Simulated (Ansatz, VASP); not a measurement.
Cu: VASP beside Ansatz

The input INCAR:

```
ALGO     = Fast           # electronic algorithm
EDIFF    = 1E-6           # SCF threshold, eV
ENCUT    = 520            # plane-wave cutoff, eV
GGA      = PE             # functional
ISIF     = 2              # what is computed and relaxed
ISMEAR   = 0              # smearing method
LASPH    = T              # aspherical terms in the spheres
LCHARG   = T              # write CHGCAR
LELF     = T              # ELF
LREAL    = F              # projectors in reciprocal space
LVHAR    = T            
LWAVE    = F              # write WAVECAR
NBANDS   = 12             # bands
NELM     = 60             # most SCF steps
PREC     = Accurate       # precision mode
SIGMA    = 0.15           # smearing width, eV
```

The input KPOINTS:

```
k-points
0
Gamma
  22 22 22
```

POSCAR

```
Cu
1.0
    0.0000000000      1.7803875000      1.7803875000
    1.7803875000      0.0000000000      1.7803875000
    1.7803875000      1.7803875000      0.0000000000
Cu
1
Direct
    0.0000000000      0.0000000000      0.0000000000
```

Input for Ansatz:

```yaml
crystal:
  lattice:
    - [0.0, 1.7803875, 1.7803875]
    - [1.7803875, 0.0, 1.7803875]
    - [1.7803875, 1.7803875, 0.0]
  atoms:
    - { symbol: Cu, position: [0.0, 0.0, 0.0] }
basis:
  ecutwfc: 420
kpoints:
  mp_grid: { grid: [22, 22, 22] }
hamiltonian:
  xc: pbe
scf:
  occupations: { method: gaussian, width: 0.15 }
output:
  forces: true
  stress: true
  eigenvalues: true
```

Change from the starting cell: strain -0.015 along x and y, -0.015 along z, atoms carried along.

Alike in both runs: task single point; functional PBE; k mesh 22 × 22 × 22; occupations gaussian, width 0.15 eV; no spin polarisation.

|  | VASP | Ansatz |
| --- | --- | --- |
| version | VASP 6.6.1 | Ansatz 0.2.0 |
| potentials or method | VASP PAW PBE potentials, release 64 (Cu), cutoff 520 eV | scalar-relativistic, plane waves, PAW |
| valence electrons in the cell | 11 | 19 |

|  | VASP | Ansatz | Ansatz less VASP |
| --- | --- | --- | --- |
| gap on the k mesh at the Fermi level (eV) | none | none | - |
| pressure (GPa) | 10.2 | 9.4 | -0.78 |

A gap of «none» marks a metal or a gap that the smearing closes. With one functional, cell and mesh, what is left measures potentials, basis and numerics. VASP's potentials hold 11 valence electrons a cell and Ansatz's 19, so a difference there can come from the potentials and not from the codes.
